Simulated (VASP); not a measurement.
# Cu (Fm-3m) in VASP: single point with LDA

Aim: the single point of Cu with LDA.

All numbers are computed with VASP 6.6.1; they aren't measurements. Logs are shortened: lines on timing, memory, paths and dates and some standing lists are left out, and cuts for length are marked.

### 1 The cell of the first run

It takes space group Fm-3m (No. 225, cubic). The conventional cell has a = 3.520 Å, b = 3.520 Å, c = 3.520 Å, α = 90.00°, β = 90.00°, γ = 90.00°. Cu (site symmetry m-3m) has 12 Cu at 2.49 Å within 3.3 Å.

### 2 Single point, LDA

Input file INCAR:

```
SYSTEM = Cu
PREC = Accurate ; ENCUT = 820
EDIFF = 1E-6 ; ISMEAR = 0
SIGMA = 0.1 ; LREAL = .False.
LASPH = .True. ; NELM = 120
ALGO = Normal ; ISIF = 2
LWAVE = .False. ; LCHARG = .False.
NBANDS = 16 ; GGA_COMPAT = .False.
```

Input file KPOINTS:

```
regular mesh
0
Gamma
  10 10 10
  0 0 0
```

Input file POSCAR:

```
Cu
1.0
    0.0000000000      1.7598111927      1.7598111927
    1.7598111927      0.0000000000      1.7598111927
    1.7598111927      1.7598111927      0.0000000000
Cu
1
Direct
    0.0000000000      0.0000000000      0.0000000000
```

Potentials or basis: VASP PAW LDA potentials, release 64 (Cu_sv_GW).

The run is started by

```bash
$ cat potpaw_LDA.64/Cu_sv_GW/POTCAR > POTCAR
$ mpirun -np 1 vasp_std > vasp.out
```

OUTCAR:

```text
SYSTEM = Cu
   PREC = Accurate
   ENCUT = 820
   EDIFF = 1E-6
   ISMEAR = 0
   LREAL = .False.
   LASPH = .True.
   NELM = 120
   ISIF = 2

 ion  position               nearest neighbor table
   1  0.000  0.000  0.000-

  LATTYP: Found a face centered cubic cell.
 ALAT       =     3.5196223854

  Lattice vectors:

 A1 = (   0.0000000000,   1.7598111927,   1.7598111927)
 A2 = (   1.7598111927,   0.0000000000,   1.7598111927)
 A3 = (   1.7598111927,   1.7598111927,   0.0000000000)

Analysis of symmetry for initial positions (statically):
=====================================================================
 Subroutine PRICEL returns:
 Original cell was already a primitive cell.

 Routine SETGRP: Setting up the symmetry group for a
 face centered cubic supercell.

 Subroutine GETGRP returns: Found 48 space group operations
 (whereof 48 operations were pure point group operations)
 out of a pool of 48 trial point group operations.

The static configuration has the point symmetry O_h .

Analysis of symmetry for dynamics (positions and initial velocities):
=====================================================================
 Subroutine PRICEL returns:
 Original cell was already a primitive cell.

 Routine SETGRP: Setting up the symmetry group for a
 face centered cubic supercell.

 Subroutine GETGRP returns: Found 48 space group operations
 (whereof 48 operations were pure point group operations)
 out of a pool of 48 trial point group operations.

The dynamic configuration has the point symmetry O_h .

 Subroutine INISYM returns: Found 48 space group operations
 (whereof 48 operations are pure point group operations),
 and found     1 'primitive' translations

----------------------------------------------------------------------------------------

                                     Primitive cell

  volume of cell :      10.9000

  direct lattice vectors                    reciprocal lattice vectors
     0.000000000  1.759811193  1.759811193    -0.284121389  0.284121389  0.284121389
     1.759811193  0.000000000  1.759811193     0.284121389 -0.284121389  0.284121389
     1.759811193  1.759811193  0.000000000     0.284121389  0.284121389 -0.284121389

  length of vectors
     2.488748856  2.488748856  2.488748856     0.492112681  0.492112681  0.492112681

  position of ions in fractional coordinates (direct lattice)
     0.000000000  0.000000000  0.000000000

  ion indices of the primitive-cell ions
   primitive index   ion index
                 1           1

----------------------------------------------------------------------------------------

 KPOINTS: regular mesh

Automatic generation of k-mesh.
 Grid dimensions read from file:
 generate k-points for:   10   10   10

 Generating k-lattice:

  Cartesian coordinates                     Fractional coordinates (reciprocal lattice)
    -0.028412139  0.028412139  0.028412139     0.100000000  0.000000000  0.000000000
     0.028412139 -0.028412139  0.028412139     0.000000000  0.100000000  0.000000000
     0.028412139  0.028412139 -0.028412139     0.000000000  0.000000000  0.100000000

  Length of vectors
     0.049211268  0.049211268  0.049211268

  Shift w.r.t. Gamma in fractional coordinates (k-lattice)
     0.000000000  0.000000000  0.000000000

 Subroutine IBZKPT returns following result:
 ===========================================

 Found     47 irreducible k-points:

 Following reciprocal coordinates:
            Coordinates               Weight
  0.000000  0.000000  0.000000      1.000000
  0.100000  0.000000  0.000000      8.000000
  0.200000  0.000000  0.000000      8.000000
  0.300000  0.000000  0.000000      8.000000
  0.400000  0.000000  0.000000      8.000000
  0.500000  0.000000  0.000000      4.000000
[... 16 lines left out ...]
  0.300000  0.300000  0.000000      6.000000
  0.400000  0.300000  0.000000     24.000000
 [... further k-points ...]
   k-points           NKPTS =     47   k-points in BZ     NKDIM =     47   number of bands    NBANDS=     16
   number of dos      NEDOS =    301   number of ions     NIONS =      1
   total plane-waves  NPLWV =  13824
   dimension x,y,z NGX =    24 NGY =   24 NGZ =   24
   dimension x,y,z NGXF=    48 NGYF=   48 NGZF=   48
   ions per type =               1
   NGX,Y,Z   is equivalent  to a cutoff of  16.03, 16.03, 16.03 a.u.
   NGXF,Y,Z  is equivalent  to a cutoff of  32.06, 32.06, 32.06 a.u.
 SYSTEM =  Cu
   PREC   = accura    normal or accurate (medium, high low for compatibility)
   ISTART =      0    job   : 0-new  1-cont  2-samecut
   ICHARG =      2    charge: 1-file 2-atom 10-const
   ISPIN  =      1    spin polarized calculation?
   LNONCOLLINEAR =      F non collinear calculations
   LSORBIT =      F    spin-orbit coupling
   LASPH  =      T    aspherical Exc in radial PAW
   ENCUT  =  820.0 eV  60.27 Ry    7.76 a.u.   5.81  5.81  5.81*2*pi/ulx,y,z
   NELM   =    120;   NELMIN=  2; NELMDL= -5     # of ELM steps
   EDIFF  = 0.1E-05   stopping-criterion for ELM
   LREAL  =      F    real-space projection
   EDIFFG = 0.1E-04   stopping-criterion for IOM
   NSW    =      0    number of steps for IOM
   IBRION =     -1    ionic relax: 0-MD 1-quasi-New 2-CG
   NFREE  =      0    steps in history (QN), initial steepest desc. (CG)
   ISIF   =      2    stress and relaxation
   ISYM   =      2    0-nonsym 1-usesym 2-fastsym
   POTIM  = 0.5000    time-step for ionic-motion
   TEBEG  =    0.0;   TEEND  =   0.0 temperature during run
   PSTRESS=    0.0 pullay stress
   NELECT =      19.0000    total number of electrons
   NUPDOWN=      -1.0000    fix difference up-down
   EMIN   =  10.00;   EMAX   =-10.00  energy-range for DOS
   EFERMI =   0.00;   METHOD = LEGACY
   ISMEAR =     0;   SIGMA  =   0.10  broadening in eV -4-tet -1-fermi 0-gaus
   EFERMI_NEDOS =   21; number of points for ismear=-14 and -15
   IALGO  =     38    algorithm
   IMIX   =      4    mixing-type and parameters
     AMIX     =   0.40;   BMIX     =  1.00
     AMIX_MAG =   1.60;   BMIX_MAG =  1.00
  volume/ion in A,a.u.               =      10.90        73.56
  Fermi-wavevector in a.u.,A,eV,Ry     =   1.970229  3.723192 52.815107  3.881801
  Thomas-Fermi vector in A             =   2.993038
   LORBIT       =      0    0 simple, 1 ext, 2 COOP (PROOUT), +10 PAW based schemes
   GGA     = CA    functional components
   LHFCALC =     F    Hartree Fock is set to
   AEXX    =    0.0000 exact exchange contribution
   IVDW    =     0    specifies the selected vdW correction
   LEPSILON=     F    determine dielectric tensor
   LRPA    =     F    only Hartree local field effects (RPA)
 non-spin polarized calculation
 Gauss-broadening in eV      SIGMA  =   0.10
  energy-cutoff  :      820.00
  volume of cell :       10.90
 maximum number of plane-waves:       592
   NGX = 11   NGY = 11   NGZ = 11

 number of electron      18.9999999 magnetization

 Free energy of the ion-electron system (eV)
  ---------------------------------------------------
  ext. energy  EPLUGINS =         0.00000000
  ---------------------------------------------------
  free energy    TOTEN  =        -4.84672837 eV

  energy without entropy =       -4.84315212  energy(sigma->0) =       -4.84494024

 E-fermi :   8.1010     XC(G=0): -14.3530

 val. band max:        8.0358648595   @ k =   0.5000   0.2000   0.1000
 cond. band min:       8.3612927222   @ k =   0.5000   0.3000   0.1000
 fundamental gap:      0.3254278628
 Fermi energy:         8.1010024483

 k-point     1 :       0.0000    0.0000    0.0000
  band No.  band energies     occupation
      1    -103.4915      2.00000
      2     -61.3671      2.00000
      3     -61.3671      2.00000
      4     -61.3671      2.00000
      5      -1.8132      2.00000
      6       4.9036      2.00000
[... 8 lines left out ...]
     15      37.1602      0.00000
     16      37.1602      0.00000

 k-point     2 :       0.1000    0.0000    0.0000
  band No.  band energies     occupation
      1    -103.4897      2.00000
      2     -61.3821      2.00000
      3     -61.3696      2.00000
      4     -61.3696      2.00000
      5      -1.4291      2.00000
      6       4.8179      2.00000
[... 8 lines left out ...]
     15      38.5657      0.00000
     16      38.5657      0.00000

 k-point     3 :       0.2000    0.0000    0.0000
  band No.  band energies     occupation
      1    -103.4845      2.00000
      2     -61.4203      2.00000
      3     -61.3754      2.00000
      4     -61.3754      2.00000
      5      -0.3309      2.00000
      6       4.6453      2.00000
[... 8 lines left out ...]
     15      39.1270      0.00000
     16      39.1290      0.00000

 k-point     4 :       0.3000    0.0000    0.0000
  band No.  band energies     occupation
      1    -103.4778      2.00000
      2     -61.4675      2.00000
      3     -61.3824      2.00000
      4     -61.3824      2.00000
      5       1.2159      2.00000
      6       4.6935      2.00000
[... 8 lines left out ...]
     15      36.7956      0.00000
     16      36.7956      0.00000

 k-point     5 :       0.4000    0.0000    0.0000
  band No.  band energies     occupation
      1    -103.4723      2.00000
      2     -61.5051      2.00000
      3     -61.3881      2.00000
      4     -61.3881      2.00000
      5       2.3515      2.00000
      6       4.9224      2.00000
[... 8 lines left out ...]
     15      35.0509      0.00000
     16      35.0509      0.00000

 k-point     6 :       0.5000    0.0000    0.0000
  band No.  band energies     occupation
      1    -103.4701      2.00000
      2     -61.5191      2.00000
      3     -61.3902      2.00000
      4     -61.3902      2.00000
      5       2.6056      2.00000
      6       4.8700      2.00000
[... 8 lines left out ...]
     15      34.4134      0.00000
     16      34.4134      0.00000

 k-point     7 :       0.1000    0.1000    0.0000
  band No.  band energies     occupation
      1    -103.4890      2.00000
      2     -61.3816      2.00000
      3     -61.3728      2.00000
      4     -61.3728      2.00000
      5      -1.3019      2.00000
      6       4.7413      2.00000
[... 8 lines left out ...]
     15      39.4805      0.00000
     16      39.5315      0.00000

 k-point     8 :       0.2000    0.1000    0.0000
  band No.  band energies     occupation
      1    -103.4848      2.00000
      2     -61.4101      2.00000
      3     -61.3796      2.00000
      4     -61.3771      2.00000
      5      -0.4424      2.00000
      6       4.5562      2.00000
[... 8 lines left out ...]
     15      36.5008      0.00000
     16      39.5588      0.00000

 k-point     9 :       0.3000    0.1000    0.0000
  band No.  band energies     occupation
      1    -103.4786      2.00000
      2     -61.4528      2.00000
      3     -61.3870      2.00000
      4     -61.3843      2.00000
      5       0.9805      2.00000
      6       4.4363      2.00000
[... 8 lines left out ...]
     15      37.4845      0.00000
     16      39.3723      0.00000
[... 172 lines left out ...]
 k-point    19 :       0.5000    0.2000    0.0000
  band No.  band energies     occupation
      1    -103.4676      2.00000
      2     -61.4994      2.00000
      3     -61.4195      2.00000
      4     -61.4024      2.00000
      5       3.2129      2.00000
      6       4.2393      2.00000
[... 8 lines left out ...]
     15      40.9929      0.00000
     16      41.0305      0.00000

 k-point    20 :      -0.4000    0.2000    0.0000
  band No.  band energies     occupation
      1    -103.4671      2.00000
      2     -61.4997      2.00000
      3     -61.4273      2.00000
      4     -61.3979      2.00000
      5       3.3256      2.00000
      6       4.3556      2.00000
[... 8 lines left out ...]
     15      39.9039      0.00000
     16      40.5972      0.00000

 k-point    21 :      -0.3000    0.2000    0.0000
  band No.  band energies     occupation
      1    -103.4701      2.00000
      2     -61.4835      2.00000
      3     -61.4254      2.00000
      4     -61.3902      2.00000
      5       3.0001      2.00000
      6       4.4631      2.00000
[... 8 lines left out ...]
     15      39.3280      0.00000
     16      39.3938      0.00000

 k-point    22 :      -0.2000    0.2000    0.0000
  band No.  band energies     occupation
      1    -103.4755      2.00000
      2     -61.4605      2.00000
      3     -61.4109      2.00000
      4     -61.3820      2.00000
      5       1.7879      2.00000
      6       4.3302      2.00000
[... 8 lines left out ...]
     15      37.3113      0.00000
     16      39.2934      0.00000

 k-point    23 :       0.3000    0.3000    0.0000
  band No.  band energies     occupation
      1    -103.4728      2.00000
      2     -61.4628      2.00000
      3     -61.4052      2.00000
      4     -61.4052      2.00000
      5       1.9878      2.00000
      6       3.8338      2.00000
[... 8 lines left out ...]
     15      30.8264      0.00000
     16      48.8808      0.00000

 k-point    24 :       0.4000    0.3000    0.0000
  band No.  band energies     occupation
      1    -103.4687      2.00000
      2     -61.4836      2.00000
      3     -61.4166      2.00000
      4     -61.4121      2.00000
      5       2.7183      2.00000
      6       3.6787      2.00000
[... 8 lines left out ...]
     15      32.2317      0.00000
     16      47.3618      0.00000

 [... further k-points ...]
[... 5 lines left out ...]
  --------------------------------------------------------------------------------------
  -------------------------------------------------------------------------------------
  Total       -0.0449532     -0.0449532     -0.0449532      0.0000000     -0.0000000      0.0000000
  in kB       -6.6075934     -6.6075934     -6.6075934      0.0000000     -0.0000000      0.0000000
  external PRESSURE =      -6.6075934 kB  Pullay stress =       0.0000000 kB

 VOLUME and BASIS-vectors are now :
 -----------------------------------------------------------------------------
  energy-cutoff  :      820.00
  volume of cell :       10.90
      direct lattice vectors                 reciprocal lattice vectors
     0.000000000  1.759811193  1.759811193    -0.284121389  0.284121389  0.284121389
     1.759811193  0.000000000  1.759811193     0.284121389 -0.284121389  0.284121389
     1.759811193  1.759811193  0.000000000     0.284121389  0.284121389 -0.284121389

 POSITION                                       TOTAL-FORCE (eV/Angst)
 -----------------------------------------------------------------------------------
      0.00000      0.00000      0.00000         0.000000      0.000000     -0.000000
 -----------------------------------------------------------------------------------
    total drift:                               -0.000000     -0.000000      0.000000

  FREE ENERGIE OF THE ION-ELECTRON SYSTEM (eV)
  ---------------------------------------------------
  free  energy   TOTEN  =        -4.8467283689 eV

  energy  without entropy=       -4.8431521205  energy(sigma->0) =       -4.84494024
```

Run time: 12 s. Hardware: 1 thread of AMD EPYC 7R13 (Zen 3), shared host; peak memory 0.12 GiB.

What came out:

- Free energy: -4.8467 eV
- Pressure: -0.7 GPa
- Band gap on the k mesh: zero (an odd number of electrons rules out a gap without spin polarisation)

The gap in the log of VASP goes by the Fermi energy; the results here count the filled bands.